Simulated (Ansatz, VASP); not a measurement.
**Ir: VASP beside Ansatz**

```
Ir
1.0
     0.00000    1.91503    1.91503
     1.91503    0.00000    1.91503
     1.91503    1.91503    0.00000
Ir
1
Cartesian
  0.0000 0.0000 0.0000
```

Alike in both runs: functional PBEsol; k mesh 18 × 18 × 18; occupations gaussian, width 0.1 eV; no spin polarisation.

Ansatz relaxed the structure, and its values are those at the end. VASP's run is a single point on that final structure, the one shown.

```csv
,VASP,Ansatz
version,VASP 6.6.1,Ansatz 0.2.0
potentials or method,"VASP PAW PBE potentials, release 64 (Ir), cutoff 500 eV","scalar-relativistic, plane waves, PAW"
valence electrons in the cell,9,17
```

VASP gave:

* gap on the k mesh at the Fermi level (eV): none
* pressure (GPa): 1.0

Question: Which values does Ansatz return?

Answer: gap on the k mesh at the Fermi level (eV): none; pressure (GPa): 0.0.

VASP's potentials were made for PBE, not for PBEsol, and Ansatz warns of the same on its side. A gap of «none» marks a metal or a gap that the smearing closes. The functional is the same, so the differences come from potentials, cutoffs and numerics. VASP's potentials hold 9 valence electrons a cell and Ansatz's 17, so a difference there can come from the potentials and not from the codes.

Spin-orbit coupling is off throughout.
